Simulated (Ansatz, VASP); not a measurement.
One calculation of TaN, two programs

INCAR

```
  PREC = Accurate
  ENCUT = 520
  EDIFF = 1E-6
  ISMEAR = 0
  SIGMA = 0.15
  LREAL = F
  LASPH = T
  NELM = 60
  ALGO = Normal
  ISIF = 2
  LWAVE = F
  LCHARG = F
  GGA = PS
  NBANDS = 15
```

The input KPOINTS:

```
regular mesh
0
Gamma
  20 20 20
```

Contents of POSCAR:

```
TaN
1.0
    0.2714897500      2.3117433824      2.3117433824
    2.3117433824      0.2714897500      2.3117433824
    2.3117433824      2.3117433824      0.2714897500
Ta N
1 1
Direct
    0.5000000000      0.5000000000      0.5000000000
    0.0000000000      0.0000000000      0.0000000000
```

Input for Ansatz:

```yaml
crystal:
  lattice:
    - [0.27148975, 2.3117433824, 2.3117433824]
    - [2.3117433824, 0.27148975, 2.3117433824]
    - [2.3117433824, 2.3117433824, 0.27148975]
  atoms:
    - { symbol: Ta, position: [0.5, 0.5, 0.5] }
    - { symbol: "N", position: [0.0, 0.0, 0.0] }
basis:
  ecutwfc: 520.0
kpoints:
  mp_grid: { grid: [20, 20, 20] }
hamiltonian:
  xc: pbesol
  pseudopotentials: { kind: paw, azcp: { folder: soft_1 } }
scf:
  occupations: { method: gaussian, width: 0.15 }
output:
  forces: true
  stress: true
  eigenvalues: true
```

Alike in both runs: task single point; functional PBEsol; k mesh 20 × 20 × 20; occupations gaussian, width 0.15 eV; no spin polarisation.

|  | VASP | Ansatz |
| --- | --- | --- |
| version | VASP 6.6.1 | Ansatz 0.2.0 |
| potentials or method | VASP PAW PBE potentials, release 64 (Ta_pv, N), cutoff 520 eV | scalar-relativistic, plane waves, PAW |
| valence electrons in the cell | 16 | 18 |

```tsv
	VASP	Ansatz	Ansatz less VASP
gap on the k mesh at the Fermi level (eV)	none	none	-
pressure (GPa)	13.0	11.6	-1.40
traceless stress, the component that is largest in VASP (GPa)	-6.77	-6.90	-0.127
```

VASP's potentials were made for PBE, not for PBEsol, and Ansatz warns of the same on its side. A gap of «none» marks a metal or a gap that the smearing closes. With one functional, cell and mesh, what is left measures potentials, basis and numerics. VASP's potentials hold 16 valence electrons a cell and Ansatz's 18, so a difference there can come from the potentials and not from the codes.

Spin-orbit coupling is off throughout.
